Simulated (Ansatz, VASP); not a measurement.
# Two plane-wave programs on GdO

Contents of INCAR:

```
SYSTEM = GdO
  PREC = Accurate
  ENCUT = 520
  EDIFF = 1E-6
  ISMEAR = -1
  SIGMA = 0.05
  LREAL = .False.
  LASPH = .True.
  NELM = 150
  ALGO = Normal
  ISIF = 2
  LWAVE = .False.
  LCHARG = .False.
  ISPIN = 2
  MAGMOM = 7 0
  LORBIT = 11
  LMAXMIX = 6
  GGA = CA
  NBANDS = 23
```

The input KPOINTS:

```
regular mesh
0
Gamma
  9 9 9
  0 0 0
```

File POSCAR:

```
GdO
1.0
    0.0000000000      2.7000000000      2.7000000000
    2.7000000000      0.0000000000      2.7000000000
    2.7000000000      2.7000000000      0.0000000000
Gd O
1 1
Direct
    0.0000000000      0.0000000000      0.0000000000
    0.7500000000      0.7500000000      0.7500000000
```

The input input.yaml:

```yaml
crystal:
  lattice:
    - [0.0, 2.7, 2.7]
    - [2.7, 0.0, 2.7]
    - [2.7, 2.7, 0.0]
  atoms:
    - { symbol: Gd, position: [0.0, 0.0, 0.0], spin: 7.0 }
    - { symbol: O, position: [0.75, 0.75, 0.75] }
hamiltonian:
  xc: lda
  pseudopotentials: { kind: paw }
magnetization:
  spin_polarized: true
kpoints:
  mp_grid: { grid: [9, 9, 9] }
  band_path:
    path:
      - [[0.0, 0.0, 0.0], [0.5, 0.0, 0.5], [0.5, 0.25, 0.75], [0.375, 0.375, 0.75], [0.0, 0.0, 0.0], [0.5, 0.5, 0.5], [0.625, 0.25, 0.625], [0.5, 0.25, 0.75], [0.5, 0.5, 0.5], [0.375, 0.375, 0.75]]
      - [[0.625, 0.25, 0.625], [0.5, 0.0, 0.5]]
    npoints: 14
scf:
  occupations: { method: fermi_dirac, width: 0.05 }
  n_extra_bands: 6
output:
  forces: true
  stress: true
  eigenvalues: true
  fatbands: true
```

Alike in both runs: functional LDA; k mesh 9 × 9 × 9; occupations fermi-dirac, width 0.05 eV; collinear spin.

```csv
,VASP,Ansatz
version,VASP 6.6.1,Ansatz 0.2.0
potentials or method,"VASP PAW PBE potentials, release 64 (Gd, O)",Ansatz PAW
plane-wave cutoff (eV),520,420
valence electrons in the cell,24,24
task,single point,band structure
```

Ansatz gave:

| Property | Result |
| --- | --- |
| gap on the k mesh at the Fermi level (eV) | none |
| pressure (GPa) | -7.7 |
| net moment per atom (μB) | 3.50 |
| size of the moment on the site where the two differ most (μB) | 6.67 |

Question: Which values does VASP return?

Answer: gap on the k mesh at the Fermi level (eV): none; pressure (GPa): -7.4; net moment per atom (μB): 3.43; size of the moment on the site where the two differ most (μB): 6.64.

VASP's potentials were made for PBE, not for LDA. LDA's correlation is that of Perdew and Zunger in VASP and of Perdew and Wang (1992) in Ansatz. Site moments also hang on the region over which each program counts them. A gap of «none» marks a metal or a gap that the smearing closes.

Spin-orbit coupling is off throughout.
